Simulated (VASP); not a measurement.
# Zr (P6_3/mmc) in VASP: notebook

Zr is run at these levels: PBEsol; tasks: single point, relaxation of cell and atoms.

Program: VASP 6.6.1. These are calculated values, not measurements. Logs are shortened: lines on timing, memory, paths and dates and some standing lists are left out, and cuts for length are marked.

## 1. The cell of the first run

Symmetry: P6_3/mmc, No. 194, hexagonal system. The conventional cell has a = 3.186 Å, b = 3.186 Å, c = 5.112 Å, α = 90.00°, β = 90.00°, γ = 120.00°. Zr (site symmetry -6m2) has 12 Zr at 3.15 to 3.19 Å within 4.1 Å.

## 2. Single point, PBEsol

File INCAR:

```
  PREC = Accurate
  ENCUT = 520
  EDIFF = 1E-7
  ISMEAR = 0
  SIGMA = 0.1
  LREAL = F
  LASPH = T
  NELM = 60
  ALGO = Fast
  ISIF = 2
  LWAVE = F
  LCHARG = F
  GGA = PS
  NBANDS = 19
```

File KPOINTS:

```
regular mesh
0
Gamma
  18 18 8
```

File POSCAR:

```
Zr
1.0
    3.1859285485      0.0000000000      0.0000000000
   -1.5929642742      2.7590950576      0.0000000000
    0.0000000000      0.0000000000      5.1118469263
Zr
2
Direct
    0.3333333333      0.6666666667      0.2500000000
    0.6666666667      0.3333333333      0.7500000000
```

Potentials or basis: VASP PAW PBE potentials, release 64 (Zr_sv).

The run is started by

```
cat potpaw_PBE.64/Zr_sv/POTCAR > POTCAR
mpirun -np 1 vasp_std > vasp.out
```

OUTCAR:

```text
PREC = Accurate
   ENCUT = 520
   EDIFF = 1E-7
   ISMEAR = 0
   LREAL = F
   LASPH = T
   NELM = 60
   ISIF = 2
   GGA = PS

 ion  position               nearest neighbor table
   1  0.333  0.667  0.250-   2 3.15   2 3.15   2 3.15   2 3.15   2 3.15   2 3.15
   2  0.667  0.333  0.750-   1 3.15   1 3.15   1 3.15   1 3.15   1 3.15   1 3.15

  LATTYP: Found a hexagonal cell.
 ALAT       =     3.1859285485
 C/A-ratio  =     1.6045077121

  Lattice vectors:

 A1 = (   3.1859285485,   0.0000000000,   0.0000000000)
 A2 = (  -1.5929642742,   2.7590950576,   0.0000000000)
 A3 = (   0.0000000000,   0.0000000000,   5.1118469263)

Analysis of symmetry for initial positions (statically):
=====================================================================
 Subroutine PRICEL returns:
 Original cell was already a primitive cell.

 Routine SETGRP: Setting up the symmetry group for a
 hexagonal supercell.

 Subroutine GETGRP returns: Found 24 space group operations
 (whereof 12 operations were pure point group operations)
 out of a pool of 24 trial point group operations.

The static configuration has the point symmetry D_3d.
 The point group associated with its full space group is D_6h.

Analysis of symmetry for dynamics (positions and initial velocities):
=====================================================================
 Subroutine PRICEL returns:
 Original cell was already a primitive cell.

 Routine SETGRP: Setting up the symmetry group for a
 hexagonal supercell.

 Subroutine GETGRP returns: Found 24 space group operations
 (whereof 12 operations were pure point group operations)
 out of a pool of 24 trial point group operations.

The dynamic configuration has the point symmetry D_3d.
 The point group associated with its full space group is D_6h.

 Subroutine INISYM returns: Found 24 space group operations
 (whereof 12 operations are pure point group operations),
 and found     1 'primitive' translations

----------------------------------------------------------------------------------------

                                     Primitive cell

  volume of cell :      44.9346

  direct lattice vectors                    reciprocal lattice vectors
     3.185928549  0.000000000  0.000000000     0.313880235  0.181218838  0.000000000
    -1.592964274  2.759095058  0.000000000     0.000000000  0.362437676  0.000000000
     0.000000000  0.000000000  5.111846926     0.000000000  0.000000000  0.195624011

  length of vectors
     3.185928549  3.185928548  5.111846926     0.362437676  0.362437676  0.195624011

  position of ions in fractional coordinates (direct lattice)
     0.333333333  0.666666667  0.250000000
     0.666666667  0.333333333  0.750000000

  ion indices of the primitive-cell ions
   primitive index   ion index
                 1           1
                 2           2

----------------------------------------------------------------------------------------

 KPOINTS: regular mesh

Automatic generation of k-mesh.
 Grid dimensions read from file:
 generate k-points for:   18   18    8

 Generating k-lattice:

  Cartesian coordinates                     Fractional coordinates (reciprocal lattice)
     0.017437791  0.010067713  0.000000000     0.055555556  0.000000000  0.000000000
     0.000000000  0.020135426  0.000000000     0.000000000  0.055555556  0.000000000
     0.000000000  0.000000000  0.024453001     0.000000000  0.000000000  0.125000000

  Length of vectors
     0.020135426  0.020135426  0.024453001

  Shift w.r.t. Gamma in fractional coordinates (k-lattice)
     0.000000000  0.000000000  0.000000000

 Subroutine IBZKPT returns following result:
 ===========================================

 Found    185 irreducible k-points:

 Following reciprocal coordinates:
            Coordinates               Weight
  0.000000  0.000000  0.000000      1.000000
  0.055556  0.000000  0.000000      6.000000
  0.111111  0.000000  0.000000      6.000000
  0.166667  0.000000  0.000000      6.000000
  0.222222 -0.000000  0.000000      6.000000
  0.277778  0.000000  0.000000      6.000000
[... 16 lines left out ...]
  0.333333  0.111111  0.000000     12.000000
  0.388889  0.111111  0.000000     12.000000
 [... further k-points ...]
   k-points           NKPTS =    185   k-points in BZ     NKDIM =    185   number of bands    NBANDS=     19
   number of dos      NEDOS =    301   number of ions     NIONS =      2
   total plane-waves  NPLWV =  23040
   dimension x,y,z NGX =    24 NGY =   24 NGZ =   40
   dimension x,y,z NGXF=    48 NGYF=   48 NGZF=   80
   ions per type =               2
   NGX,Y,Z   is equivalent  to a cutoff of  12.52, 12.52, 13.01 a.u.
   NGXF,Y,Z  is equivalent  to a cutoff of  25.05, 25.05, 26.02 a.u.
 SYSTEM =  unknown system
   PREC   = accura    normal or accurate (medium, high low for compatibility)
   ISTART =      0    job   : 0-new  1-cont  2-samecut
   ICHARG =      2    charge: 1-file 2-atom 10-const
   ISPIN  =      1    spin polarized calculation?
   LNONCOLLINEAR =      F non collinear calculations
   LSORBIT =      F    spin-orbit coupling
   LASPH  =      T    aspherical Exc in radial PAW
   ENCUT  =  520.0 eV  38.22 Ry    6.18 a.u.   5.92  5.92  9.50*2*pi/ulx,y,z
   NELM   =     60;   NELMIN=  2; NELMDL= -5     # of ELM steps
   EDIFF  = 0.1E-06   stopping-criterion for ELM
   LREAL  =      F    real-space projection
   EDIFFG = 0.1E-05   stopping-criterion for IOM
   NSW    =      0    number of steps for IOM
   IBRION =     -1    ionic relax: 0-MD 1-quasi-New 2-CG
   NFREE  =      0    steps in history (QN), initial steepest desc. (CG)
   ISIF   =      2    stress and relaxation
   ISYM   =      2    0-nonsym 1-usesym 2-fastsym
   POTIM  = 0.5000    time-step for ionic-motion
   TEBEG  =    0.0;   TEEND  =   0.0 temperature during run
   PSTRESS=    0.0 pullay stress
   NELECT =      24.0000    total number of electrons
   NUPDOWN=      -1.0000    fix difference up-down
   EMIN   =  10.00;   EMAX   =-10.00  energy-range for DOS
   EFERMI =   0.00;   METHOD = LEGACY
   ISMEAR =     0;   SIGMA  =   0.10  broadening in eV -4-tet -1-fermi 0-gaus
   EFERMI_NEDOS =   21; number of points for ismear=-14 and -15
   IALGO  =     68    algorithm
   IMIX   =      4    mixing-type and parameters
     AMIX     =   0.40;   BMIX     =  1.00
     AMIX_MAG =   1.60;   BMIX_MAG =  1.00
  volume/ion in A,a.u.               =      22.47       151.62
  Fermi-wavevector in a.u.,A,eV,Ry     =   1.328266  2.510059 24.004632  1.764291
  Thomas-Fermi vector in A             =   2.457516
   LORBIT       =      0    0 simple, 1 ext, 2 COOP (PROOUT), +10 PAW based schemes
   GGA     = PS    functional components
   LHFCALC =     F    Hartree Fock is set to
   AEXX    =    0.0000 exact exchange contribution
   IVDW    =     0    specifies the selected vdW correction
   LEPSILON=     F    determine dielectric tensor
   LRPA    =     F    only Hartree local field effects (RPA)
 non-spin polarized calculation
 RMM-DIIS sequential band-by-band and
 Gauss-broadening in eV      SIGMA  =   0.10
  energy-cutoff  :      520.00
  volume of cell :       44.93
 maximum number of plane-waves:      1228
 NGX is ok and might be reduce to    24
   NGX = 11   NGY = 11   NGZ = 19

 number of electron      24.0000000 magnetization

 Free energy of the ion-electron system (eV)
  ---------------------------------------------------
  ext. energy  EPLUGINS =         0.00000000
  ---------------------------------------------------
  free energy    TOTEN  =       -18.16696413 eV

  energy without entropy =      -18.15601920  energy(sigma->0) =      -18.16149166

 E-fermi :   9.2681     XC(G=0): -11.3662

 val. band max:        9.2668541063   @ k =   0.2778   0.2222   0.5000
 cond. band min:       9.2742199140   @ k =   0.0000   0.0000   0.5000
 fundamental gap:      0.0073658077
 Fermi energy:         9.2680541322

 k-point     1 :       0.0000    0.0000    0.0000
  band No.  band energies     occupation
      1     -39.4025      2.00000
      2     -39.2265      2.00000
      3     -18.0147      2.00000
      4     -17.0333      2.00000
      5     -17.0333      2.00000
      6     -16.8915      2.00000
[... 11 lines left out ...]
     18      11.5149      0.00000
     19      13.8892      0.00000

 k-point     2 :       0.0556    0.0000    0.0000
  band No.  band energies     occupation
      1     -39.3983      2.00000
      2     -39.2246      2.00000
      3     -18.0040      2.00000
      4     -17.0579      2.00000
      5     -17.0413      2.00000
      6     -16.9058      2.00000
[... 11 lines left out ...]
     18      11.4316      0.00000
     19      13.9529      0.00000

 k-point     3 :       0.1111    0.0000    0.0000
  band No.  band energies     occupation
      1     -39.3861      2.00000
      2     -39.2194      2.00000
      3     -17.9725      2.00000
      4     -17.1287      2.00000
      5     -17.0639      2.00000
      6     -16.9784      2.00000
[... 11 lines left out ...]
     18      11.2163      0.00000
     19      14.1052      0.00000

 k-point     4 :       0.1667    0.0000    0.0000
  band No.  band energies     occupation
      1     -39.3671      2.00000
      2     -39.2117      2.00000
      3     -17.9222      2.00000
      4     -17.2370      2.00000
      5     -17.0974      2.00000
      6     -17.0869      2.00000
[... 407 lines left out ...]
     18      13.9737      0.00000
     19      14.5030      0.00000

 k-point    23 :       0.3333    0.1111    0.0000
  band No.  band energies     occupation
      1     -39.2591      2.00000
      2     -39.1839      2.00000
      3     -17.7247      2.00000
      4     -17.5933      2.00000
      5     -17.5618      2.00000
      6     -17.2846      2.00000
[... 11 lines left out ...]
     18      14.5407      0.00000
     19      14.7567      0.00000

 k-point    24 :       0.3889    0.1111    0.0000
  band No.  band energies     occupation
      1     -39.2421      2.00000
      2     -39.1842      2.00000
      3     -17.7883      2.00000
      4     -17.6061      2.00000
      5     -17.5291      2.00000
      6     -17.3145      2.00000
[... 11 lines left out ...]
     18      14.5602      0.00000
     19      15.4606      0.00000

 [... further k-points ...]

------------------------ aborting loop because EDIFF is reached ----------------------------------------

  FORCE on cell =-STRESS in cart. coord.  units (eV):
  Direction    XX          YY          ZZ          XY          YZ          ZX
  --------------------------------------------------------------------------------------
  -------------------------------------------------------------------------------------
  Total        0.0153807      0.0153807      0.0171241      0.0000000     -0.0000000      0.0000000
  in kB        0.5484113      0.5484113      0.6105718      0.0000000     -0.0000000      0.0000000
  external PRESSURE =       0.5691315 kB  Pullay stress =       0.0000000 kB

 VOLUME and BASIS-vectors are now :
 -----------------------------------------------------------------------------
  energy-cutoff  :      520.00
  volume of cell :       44.93
      direct lattice vectors                 reciprocal lattice vectors
     3.185928549  0.000000000  0.000000000     0.313880235  0.181218838  0.000000000
    -1.592964274  2.759095058  0.000000000     0.000000000  0.362437676  0.000000000
     0.000000000  0.000000000  5.111846926     0.000000000  0.000000000  0.195624011

 POSITION                                       TOTAL-FORCE (eV/Angst)
 -----------------------------------------------------------------------------------
     -0.00000      1.83940      1.27796        -0.000000      0.000000      0.000000
      1.59296      0.91970      3.83389         0.000000     -0.000000      0.000000
 -----------------------------------------------------------------------------------
    total drift:                                0.000000     -0.000000      0.000000

  FREE ENERGIE OF THE ION-ELECTRON SYSTEM (eV)
  ---------------------------------------------------
  free  energy   TOTEN  =       -18.1669641269 eV

  energy  without entropy=      -18.1560192016  energy(sigma->0) =      -18.16149166
```

Run time: 3.9 min. Hardware: 1 thread of Intel Xeon Platinum 8488C (Sapphire Rapids), shared host; peak memory 0.25 GiB.

What came out:

- Free energy: -18.1670 eV
- Pressure: 0.1 GPa
- Band gap on the k mesh: zero (bands 12 and 13 overlap by 1.20 eV)

Caveat: the PAW data sets were made with another functional, which shifts forces and pressure a little.

## 3. Relaxation of cell and atoms, PBEsol

This run uses another cell than the first one, of 23.40 Å³/atom.

File INCAR:

```
PREC     = Accurate       # precision mode
ENCUT    = 600            # plane-wave cutoff, eV
EDIFF    = 1E-7           # SCF threshold, eV
ISMEAR   = 0              # smearing method
SIGMA    = 0.1            # smearing width, eV
LREAL    = F              # projectors in reciprocal space
LASPH    = T              # aspherical terms in the spheres
NELM     = 80             # most SCF steps
ALGO     = Fast           # electronic algorithm
ISIF     = 3              # what is computed and relaxed
LWAVE    = F              # write WAVECAR
LCHARG   = F              # write CHGCAR
GGA      = PS             # functional
IBRION   = 2              # ionic algorithm
NSW      = 70             # ionic steps
EDIFFG   = -0.005         # ionic threshold
```

File KPOINTS:

```
Automatic mesh
0
Gamma
  18 18 8
```

File POSCAR:

```
Zr
1.0
    3.2336261668      0.0000000000      0.0000000000
   -1.6168130834      2.8004024068      0.0000000000
    0.0000000000      0.0000000000      5.1674939366
Zr
2
Direct
    0.3333333333      0.6666666667      0.2500000000
    0.6666666667      0.3333333333      0.7500000000
```

Potentials or basis: VASP PAW PBE potentials, release 64 (Zr_sv).

The run is started by

```
cat potpaw_PBE.64/Zr_sv/POTCAR > POTCAR
mpirun -np 1 vasp_std > vasp.out
```

It took 24 min on 1 thread of Intel Xeon Platinum 8488C (Sapphire Rapids), shared host; peak memory 0.31 GiB.

Results (log left out):

```yaml
Free_energy: -18.1681 eV
Relaxed_volume: 22.49 Å³/atom
Relaxed_cell: a = 3.187 Å, b = 3.187 Å, c = 5.113 Å, α = 90.00°, β = 90.00°, γ = 120.00°
Space_group_after_relaxing_to_0.1_Å: P6_3/mmc (No. 194)
Energy_gained_by_relaxing: 10.8 meV/atom
Ionic_steps: 9
Pressure_after_relaxing: 0.0 GPa
Band_gap_on_the_k_mesh: zero (bands 12 and 13 overlap by 1.20 eV)
```

The path:
| step | energy change (eV) | largest force (eV/Å) | pressure (GPa) | volume (Å³) |
| --- | --- | --- | --- | --- |
| 1 | 0.0000 | 0.0000 | -3.68 | 46.79 |
| 2 | 0.0005 | 0.0000 | 4.16 | 43.25 |
| 3 | -0.0214 | 0.0000 | -0.03 | 44.99 |
| 4 | -0.0214 | 0.0000 | 0.05 | 44.96 |
| 5 | -0.0215 | 0.0000 | 0.05 | 44.95 |
| 6 | -0.0215 | 0.0000 | 0.05 | 44.95 |
| 7 | -0.0215 | 0.0000 | 0.05 | 44.95 |
| 8 | -0.0215 | 0.0000 | -0.06 | 45.00 |
| 9 | -0.0216 | 0.0000 | 0.00 | 44.97 |

Final structure:
```
Zr
1.0
     3.18679    0.00000    0.00000
    -1.59339    2.75984    0.00000
     0.00000    0.00000    5.11328
Zr
2
Direct
  0.33333 0.66667 0.25000
  0.66667 0.33333 0.75000
```

Levels at points of the mesh, in eV from the Fermi level:
| k point | band 9 | band 10 | band 11 | band 12 | band 13 | band 14 | band 15 | band 16 |
| --- | --- | --- | --- | --- | --- | --- | --- | --- |
| (0.00, 0.00, 0.00) | -5.74 | -3.14 | 0.87 | 0.87 | 0.96 | 1.26 | 1.58 | 1.58 |
| (0.50, 0.00, 0.00) | -2.70 | -2.57 | -2.26 | -0.11 | 0.56 | 0.78 | 1.48 | 5.16 |
| (0.00, 0.00, 0.50) | -4.00 | -4.00 | 0.01 | 0.01 | 0.79 | 0.79 | 0.79 | 0.79 |
| (0.50, 0.00, 0.50) | -2.99 | -2.99 | -1.15 | -1.15 | 1.77 | 1.77 | 2.30 | 2.30 |

Caveat: the PAW data sets were made with another functional, which shifts forces and pressure a little.
